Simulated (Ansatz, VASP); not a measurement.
# One calculation of WS2, two programs

The input INCAR:

```
  ALGO = Normal
  EDIFF = 1E-7
  EDIFFG = -0.01
  ENCUT = 600
  GGA = RP
  IBRION = 2
  ISIF = 3
  ISMEAR = -1
  LASPH = True
  LCHARG = False
  LREAL = False
  LWAVE = False
  NELM = 80
  NSW = 60
  PREC = Accurate
  SIGMA = 0.05
```

KPOINTS

```
k-points
0
Gamma
  10 10 3
```

Contents of POSCAR:

```
WS2
1.0
    3.1800000000      0.0000000000      0.0000000000
   -1.5900000000      2.7539607840      0.0000000000
    0.0000000000      0.0000000000     12.5000000000
W S
2 4
Direct
    0.6666666667      0.3333333333      0.7500000000
    0.3333333333      0.6666666667      0.2500000000
    0.6666666667      0.3333333333      0.3750000000
    0.3333333333      0.6666666667      0.8750000000
    0.6666666667      0.3333333333      0.1250000000
    0.3333333333      0.6666666667      0.6250000000
```

Contents of input.yaml:

```yaml
crystal:
  lattice:
    - [3.18, 0.0, 0.0]
    - [-1.59, 2.753960784, 0.0]
    - [0.0, 0.0, 12.5]
  atoms:
    - { symbol: W, position: [0.6666666667, 0.3333333333, 0.75] }
    - { symbol: W, position: [0.3333333333, 0.6666666667, 0.25] }
    - { symbol: S, position: [0.6666666667, 0.3333333333, 0.375] }
    - { symbol: S, position: [0.3333333333, 0.6666666667, 0.875] }
    - { symbol: S, position: [0.6666666667, 0.3333333333, 0.125] }
    - { symbol: S, position: [0.3333333333, 0.6666666667, 0.625] }
hamiltonian:
  xc: rpbe
  pseudopotentials: { kind: paw }
kpoints:
  mp_grid: { grid: [10, 10, 3] }
scf:
  occupations: { method: fermi_dirac, width: 0.05 }
output:
  forces: true
  stress: true
  write_density: true
  write_potential: true
  elf: true
  volumetric_format: npy
relax:
  f_tol: 0.01
  max_steps: 40
  cell: { stress_tol: 0.05 }
```

Alike in both runs: task relaxation of cell and atoms; functional RPBE; k mesh 10 × 10 × 3; occupations fermi-dirac, width 0.05 eV; no spin polarisation.

```csv
,VASP,Ansatz
version,VASP 6.6.1,Ansatz 0.2.0
potentials or method,"VASP PAW PBE potentials, release 64 (W_sv, S)",Ansatz PAW
plane-wave cutoff (eV),600,420
valence electrons in the cell,52,52
```

```tsv
	VASP	Ansatz	Ansatz less VASP
gap on the k mesh at the Fermi level, each at its own relaxed structure (eV)	1.81	1.81	0.000
relaxed volume (Å³/atom)	23.43	24.10	+0.668
relaxed cell length with the largest relative difference (Å)	15.765	16.198	+0.4332
```

VASP's potentials were made for PBE, not for RPBE.

Neither program's run includes spin-orbit coupling. Noted on VASP's run: the volume moved by over 15 % at a fixed basis, so the end points are rough. Noted on Ansatz's run: the volume moved by over 15 % at a fixed basis, so the end points are rough; odd divisions of the mesh miss points on the zone boundary, where band edges often lie, so the gap on the mesh can be too wide; the plane-wave basis is chosen anew once the cell has moved, so the energies of steps on either side of that aren't comparable.
